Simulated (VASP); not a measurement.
# SnSe (F-43m) in VASP: further runs

SnSe is run at these levels: PBE, PBE+D3(BJ); tasks: relaxation of cell and atoms.

Everything below comes from runs of VASP 6.6.1. Logs are shortened: lines on timing, memory, paths and dates and some standing lists are left out, and cuts for length are marked.

**1. The cell of the first run**

Symmetry: F-43m, No. 216, cubic system. Conventional cell: a = 6.782 Å, b = 6.782 Å, c = 6.782 Å, α = 90.00°, β = 90.00°, γ = 90.00°. Sn (site symmetry -43m) has 4 Se at 2.94 Å within 3.9 Å. Within 3.9 Å of Se (site symmetry -43m) lie 4 Sn at 2.94 Å.

**2. Relaxation of cell and atoms, PBE**

Input file INCAR:

```
SYSTEM = SnSe
ALGO = Normal
EDIFF = 1E-7
EDIFFG = -0.01
ENCUT = 600
GGA = PE
IBRION = 2
ISIF = 3
ISMEAR = -1
LASPH = .TRUE.
LCHARG = .FALSE.
LREAL = .FALSE.
LWAVE = .FALSE.
NELM = 60
NSW = 60
PREC = Accurate
SIGMA = 0.05
```

Input file KPOINTS:

```
k-points
0
G
  7 7 7
  0 0 0
```

Input file POSCAR:

```
SnSe
1.0
    0.0000000000      3.3908400000      3.3908400000
    3.3908400000      0.0000000000      3.3908400000
    3.3908400000      3.3908400000      0.0000000000
Sn Se
1 1
Direct
    0.0000000000      0.0000000000      0.0000000000
    0.7500000000      0.7500000000      0.7500000000
```

Potentials or basis: VASP PAW PBE potentials, release 64 (Sn_d, Se).

Launch:

```console
$ cat potpaw_PBE.64/Sn_d/POTCAR potpaw_PBE.64/Se/POTCAR > POTCAR
$ mpirun -np 1 vasp_std > vasp.out
```

OUTCAR:

```text
SYSTEM = SnSe
   EDIFF = 1E-7
   EDIFFG = -0.01
   ENCUT = 600
   GGA = PE
   IBRION = 2
   ISIF = 3
   ISMEAR = -1
   LASPH = .TRUE.
   LREAL = .FALSE.
   NELM = 60
   NSW = 60
   PREC = Accurate

 ion  position               nearest neighbor table
   1  0.000  0.000  0.000-   2 2.94   2 2.94   2 2.94   2 2.94
   2  0.750  0.750  0.750-   1 2.94   1 2.94   1 2.94   1 2.94

  LATTYP: Found a face centered cubic cell.
 ALAT       =     6.7816800000

  Lattice vectors:

 A1 = (   0.0000000000,   3.3908400000,   3.3908400000)
 A2 = (   3.3908400000,   0.0000000000,   3.3908400000)
 A3 = (   3.3908400000,   3.3908400000,   0.0000000000)

Analysis of symmetry for initial positions (statically):
=====================================================================
 Subroutine PRICEL returns:
 Original cell was already a primitive cell.

 Routine SETGRP: Setting up the symmetry group for a
 face centered cubic supercell.

 Subroutine GETGRP returns: Found 24 space group operations
 (whereof 24 operations were pure point group operations)
 out of a pool of 48 trial point group operations.

The static configuration has the point symmetry T_d .

Analysis of symmetry for dynamics (positions and initial velocities):
=====================================================================
 Subroutine PRICEL returns:
 Original cell was already a primitive cell.

 Routine SETGRP: Setting up the symmetry group for a
 face centered cubic supercell.

 Subroutine GETGRP returns: Found 24 space group operations
 (whereof 24 operations were pure point group operations)
 out of a pool of 48 trial point group operations.

The dynamic configuration has the point symmetry T_d .

 Subroutine INISYM returns: Found 24 space group operations
 (whereof 24 operations are pure point group operations),
 and found     1 'primitive' translations

----------------------------------------------------------------------------------------

                                     Primitive cell

  volume of cell :      77.9744

  direct lattice vectors                    reciprocal lattice vectors
     0.000000000  3.390840000  3.390840000    -0.147456088  0.147456088  0.147456088
     3.390840000  0.000000000  3.390840000     0.147456088 -0.147456088  0.147456088
     3.390840000  3.390840000  0.000000000     0.147456088  0.147456088 -0.147456088

  length of vectors
     4.795371916  4.795371916  4.795371916     0.255401436  0.255401436  0.255401436

  position of ions in fractional coordinates (direct lattice)
     0.000000000  0.000000000  0.000000000
     0.750000000  0.750000000  0.750000000

  ion indices of the primitive-cell ions
   primitive index   ion index
                 1           1
                 2           2

----------------------------------------------------------------------------------------

 KPOINTS: k-points

Automatic generation of k-mesh.
 Grid dimensions read from file:
 generate k-points for:    7    7    7

 Generating k-lattice:

  Cartesian coordinates                     Fractional coordinates (reciprocal lattice)
    -0.021065155  0.021065155  0.021065155     0.142857143  0.000000000  0.000000000
     0.021065155 -0.021065155  0.021065155     0.000000000  0.142857143  0.000000000
     0.021065155  0.021065155 -0.021065155     0.000000000  0.000000000  0.142857143

  Length of vectors
     0.036485919  0.036485919  0.036485919

  Shift w.r.t. Gamma in fractional coordinates (k-lattice)
     0.000000000  0.000000000  0.000000000

 Subroutine IBZKPT returns following result:
 ===========================================

 Found     20 irreducible k-points:

 Following reciprocal coordinates:
            Coordinates               Weight
  0.000000  0.000000  0.000000      1.000000
  0.142857  0.000000  0.000000      8.000000
  0.285714  0.000000  0.000000      8.000000
  0.428571  0.000000  0.000000      8.000000
  0.142857  0.142857  0.000000      6.000000
  0.285714  0.142857  0.000000     24.000000
[... 12 lines left out ...]
 -0.428571  0.428571  0.142857     24.000000
 -0.285714  0.428571  0.142857     24.000000
   k-points           NKPTS =     20   k-points in BZ     NKDIM =     20   number of bands    NBANDS=     14
   number of dos      NEDOS =    301   number of ions     NIONS =      2
   total plane-waves  NPLWV =  64000
   dimension x,y,z NGX =    40 NGY =   40 NGZ =   40
   dimension x,y,z NGXF=    80 NGYF=   80 NGZF=   80
   ions per type =               1   1
   NGX,Y,Z   is equivalent  to a cutoff of  13.87, 13.87, 13.87 a.u.
   NGXF,Y,Z  is equivalent  to a cutoff of  27.73, 27.73, 27.73 a.u.
 SYSTEM =  SnSe
   PREC   = accura    normal or accurate (medium, high low for compatibility)
   ISTART =      0    job   : 0-new  1-cont  2-samecut
   ICHARG =      2    charge: 1-file 2-atom 10-const
   ISPIN  =      1    spin polarized calculation?
   LNONCOLLINEAR =      F non collinear calculations
   LSORBIT =      F    spin-orbit coupling
   LASPH  =      T    aspherical Exc in radial PAW
   ENCUT  =  600.0 eV  44.10 Ry    6.64 a.u.   9.58  9.58  9.58*2*pi/ulx,y,z
   NELM   =     60;   NELMIN=  2; NELMDL= -5     # of ELM steps
   EDIFF  = 0.1E-06   stopping-criterion for ELM
   LREAL  =      F    real-space projection
   EDIFFG = -.1E-01   stopping-criterion for IOM
   NSW    =     60    number of steps for IOM
   IBRION =      2    ionic relax: 0-MD 1-quasi-New 2-CG
   NFREE  =      1    steps in history (QN), initial steepest desc. (CG)
   ISIF   =      3    stress and relaxation
   ISYM   =      2    0-nonsym 1-usesym 2-fastsym
   POTIM  = 0.5000    time-step for ionic-motion
   TEBEG  =    0.0;   TEEND  =   0.0 temperature during run
   PSTRESS=    0.0 pullay stress
   NELECT =      20.0000    total number of electrons
   NUPDOWN=      -1.0000    fix difference up-down
   EMIN   =  10.00;   EMAX   =-10.00  energy-range for DOS
   EFERMI =   0.00;   METHOD = LEGACY
   ISMEAR =    -1;   SIGMA  =   0.05  broadening in eV -4-tet -1-fermi 0-gaus
   EFERMI_NEDOS =   21; number of points for ismear=-14 and -15
   IALGO  =     38    algorithm
   IMIX   =      4    mixing-type and parameters
     AMIX     =   0.40;   BMIX     =  1.00
     AMIX_MAG =   1.60;   BMIX_MAG =  1.00
  volume/ion in A,a.u.               =      38.99       263.10
  Fermi-wavevector in a.u.,A,eV,Ry     =   1.040162  1.965621 14.720638  1.081936
  Thomas-Fermi vector in A             =   2.174725
   LORBIT       =      0    0 simple, 1 ext, 2 COOP (PROOUT), +10 PAW based schemes
   GGA     = PE    functional components
   LHFCALC =     F    Hartree Fock is set to
   AEXX    =    0.0000 exact exchange contribution
   IVDW    =     0    specifies the selected vdW correction
   LEPSILON=     F    determine dielectric tensor
   LRPA    =     F    only Hartree local field effects (RPA)
 conjugate gradient relaxation of ions
 non-spin polarized calculation
  energy-cutoff  :      600.00
  volume of cell :       77.97
 maximum number of plane-waves:      2643
 NGX is ok and might be reduce to    40
   NGX = 19   NGY = 19   NGZ = 19

 number of electron      20.0000003 magnetization

 Free energy of the ion-electron system (eV)
  ---------------------------------------------------
  ext. energy  EPLUGINS =         0.00000000
  ---------------------------------------------------
  free energy    TOTEN  =        -7.75539949 eV

  energy without entropy =       -7.75397382  energy(sigma->0) =       -7.75468665

 E-fermi :   2.7866     XC(G=0):  -7.7351

 val. band max:        2.5960417100   @ k =  -0.2857   0.4286   0.1429
 cond. band min:       2.8983863156   @ k =   0.4286   0.4286   0.0000
 fundamental gap:      0.3023446056
 Fermi energy:         2.7866150486

 k-point     1 :       0.0000    0.0000    0.0000
  band No.  band energies     occupation
      1     -18.9755      2.00000
      2     -18.9755      2.00000
      3     -18.9755      2.00000
      4     -18.9647      2.00000
      5     -18.9647      2.00000
      6     -10.3429      2.00000
      7      -2.5720      2.00000
      8       0.5753      2.00000
      9       0.5753      2.00000
     10       0.5753      2.00000
     11       4.2783      0.00000
     12       4.2783      0.00000
     13       4.2783      0.00000
     14       7.5971      0.00000

 k-point     2 :       0.1429    0.0000    0.0000
  band No.  band energies     occupation
      1     -18.9760      2.00000
      2     -18.9750      2.00000
      3     -18.9750      2.00000
      4     -18.9646      2.00000
      5     -18.9646      2.00000
      6     -10.2700      2.00000
      7      -2.9715      2.00000
      8       0.4629      2.00000
      9       0.4629      2.00000
     10       0.7313      2.00000
     11       4.2977      0.00000
     12       4.4743      0.00000
     13       4.4743      0.00000
     14       8.3140      0.00000

 k-point     3 :       0.2857    0.0000    0.0000
  band No.  band energies     occupation
      1     -18.9773      2.00000
      2     -18.9739      2.00000
      3     -18.9739      2.00000
      4     -18.9644      2.00000
      5     -18.9644      2.00000
      6     -10.0926      2.00000
      7      -3.7156      2.00000
      8       0.2448      2.00000
      9       0.2448      2.00000
     10       0.7726      2.00000
     11       4.8249      0.00000
     12       4.8249      0.00000
     13       4.9054      0.00000
     14       9.0455      0.00000
[... 256 lines left out ...]
 k-point    19 :      -0.4286    0.4286    0.1429
  band No.  band energies     occupation
      1     -18.9812      2.00000
      2     -18.9714      2.00000
      3     -18.9701      2.00000
      4     -18.9657      2.00000
      5     -18.9632      2.00000
      6      -9.7785      2.00000
      7      -4.5012      2.00000
      8      -0.7913      2.00000
      9      -0.6061      2.00000
     10       2.4893      1.99478
     11       3.5537      0.00000
     12       5.8859      0.00000
     13       6.7406      0.00000
     14       8.2802      0.00000

 k-point    20 :      -0.2857    0.4286    0.1429
  band No.  band energies     occupation
      1     -18.9803      2.00000
      2     -18.9722      2.00000
      3     -18.9702      2.00000
      4     -18.9653      2.00000
      5     -18.9636      2.00000
      6      -9.7626      2.00000
      7      -4.5262      2.00000
      8      -0.9964      2.00000
      9      -0.5674      2.00000
     10       2.5960      1.95673
     11       4.3399      0.00000
     12       5.2473      0.00000
     13       6.5869      0.00000
     14       8.0855      0.00000

------------------------ aborting loop because EDIFF is reached ----------------------------------------

  FORCE on cell =-STRESS in cart. coord.  units (eV):
  Direction    XX          YY          ZZ          XY          YZ          ZX
  --------------------------------------------------------------------------------------
  -------------------------------------------------------------------------------------
  Total       -0.0100186     -0.0100186     -0.0100186      0.0000000      0.0000000      0.0000000
  in kB       -0.2058581     -0.2058581     -0.2058581      0.0000000      0.0000000      0.0000000
  external PRESSURE =      -0.2058581 kB  Pullay stress =       0.0000000 kB

 VOLUME and BASIS-vectors are now :
 -----------------------------------------------------------------------------
  energy-cutoff  :      600.00
  volume of cell :       77.97
      direct lattice vectors                 reciprocal lattice vectors
     0.000000000  3.390840000  3.390840000    -0.147456088  0.147456088  0.147456088
     3.390840000  0.000000000  3.390840000     0.147456088 -0.147456088  0.147456088
     3.390840000  3.390840000  0.000000000     0.147456088  0.147456088 -0.147456088

 POSITION                                       TOTAL-FORCE (eV/Angst)
 -----------------------------------------------------------------------------------
      0.00000      0.00000      0.00000         0.000000      0.000000      0.000000
      5.08626      5.08626      5.08626        -0.000000     -0.000000     -0.000000
 -----------------------------------------------------------------------------------
    total drift:                                0.000000      0.000000      0.000000

  FREE ENERGIE OF THE ION-ELECTRON SYSTEM (eV)
  ---------------------------------------------------
  free  energy   TOTEN  =        -7.7553994925 eV

  energy  without entropy=       -7.7539738169  energy(sigma->0) =       -7.75468665

 reached required accuracy - stopping structural energy minimisation
```

Run time: 26 s. Hardware: 1 thread of Intel Xeon 6975P-C (Granite Rapids), shared host; peak memory 0.25 GiB.

Results:

```yaml
Free_energy: -7.7554 eV
Pressure_after_relaxing: 0.0 GPa
Band_gap_on_the_k_mesh: 0.30 eV, indirect (least direct gap 0.73 eV)
```

Final structure:
```
CELL_PARAMETERS angstrom
0.00000 3.39084 3.39084
3.39084 0.00000 3.39084
3.39084 3.39084 0.00000
ATOMIC_POSITIONS crystal
Sn 0.00000 0.00000 0.00000
Se 0.75000 0.75000 0.75000
```

Caveat: the relaxation stopped at its first step, so nothing moved; spin-orbit coupling is left out, which moves the levels of the heavy elements. A k mesh can miss the band edges.

**3. Relaxation of cell and atoms, PBE+D3(BJ)**

Input file INCAR:

```
SYSTEM = SnSe
PREC     = Accurate       ! precision mode
ENCUT    = 600            ! plane-wave cutoff, eV
EDIFF    = 1E-7           ! SCF threshold, eV
ISMEAR   = -1             ! smearing method
SIGMA    = 0.05           ! smearing width, eV
LREAL    = .FALSE.        ! projectors in reciprocal space
LASPH    = .TRUE.         ! aspherical terms in the spheres
NELM     = 60             ! most SCF steps
ALGO     = Normal         ! electronic algorithm
ISIF     = 3              ! what is computed and relaxed
LWAVE    = .FALSE.        ! write WAVECAR
LCHARG   = .FALSE.        ! write CHGCAR
GGA      = PE             ! functional
IVDW     = 12             ! dispersion correction
IBRION   = 2              ! ionic algorithm
NSW      = 60             ! ionic steps
EDIFFG   = -0.01          ! ionic threshold
```

Input file KPOINTS:

```
regular mesh
0
G
  7 7 7
  0 0 0
```

POSCAR is that of step 2.

Potentials or basis: VASP PAW PBE potentials, release 64 (Sn_d, Se).

Launch:

```console
$ cat potpaw_PBE.64/Sn_d/POTCAR potpaw_PBE.64/Se/POTCAR > POTCAR
$ mpirun -np 1 vasp_std > vasp.out
```

It took 48 s on 1 thread of Intel Xeon 6975P-C (Granite Rapids), shared host; peak memory 0.27 GiB.

The run converged. Its results:

```
Free energy                            : -8.2718 eV
Relaxed volume                         : 38.20 Å³/atom
Relaxed cell                           : a = 4.763 Å, b = 4.763 Å, c = 4.763 Å, α = 60.00°, β = 60.00°, γ = 60.00°
Space group after relaxing (to 0.05 Å) : F-43m (No. 216)
Energy gained by relaxing              : 2.1 meV/atom
Ionic steps                            : 3
Pressure after relaxing                : 0.0 GPa
Band gap on the k mesh                 : 0.25 eV, indirect (least direct gap 0.70 eV)
Dispersion energy per atom             : -0.260 eV
```

The path:
```csv
step,energy change (eV),largest force (eV/Å),pressure (GPa),volume (Å³)
1,0.0000,0.0000,-0.84,77.97
2,-0.0032,0.0000,0.42,75.69
3,-0.0042,0.0000,0.00,76.41
```

Final structure:
```xyz
2
Lattice="0.0000 3.3680 3.3680 3.3680 0.0000 3.3680 3.3680 3.3680 0.0000" Properties=species:S:1:pos:R:3 pbc="T T T"
Sn    0.0000    0.0000    0.0000
Se    5.0520    5.0520    5.0520
```

Levels at points of the mesh, in eV from the valence-band top:
| k point | band 7 | band 8 | band 9 | band 10 | band 11 | band 12 | band 13 | band 14 |
| --- | --- | --- | --- | --- | --- | --- | --- | --- |
| (0.00, 0.00, 0.00) | -5.14 | -2.10 | -2.10 | -2.10 | 1.66 | 1.66 | 1.66 | 5.00 |

Caveat: spin-orbit coupling is left out, which moves the levels of the heavy elements. A k mesh can miss the band edges.
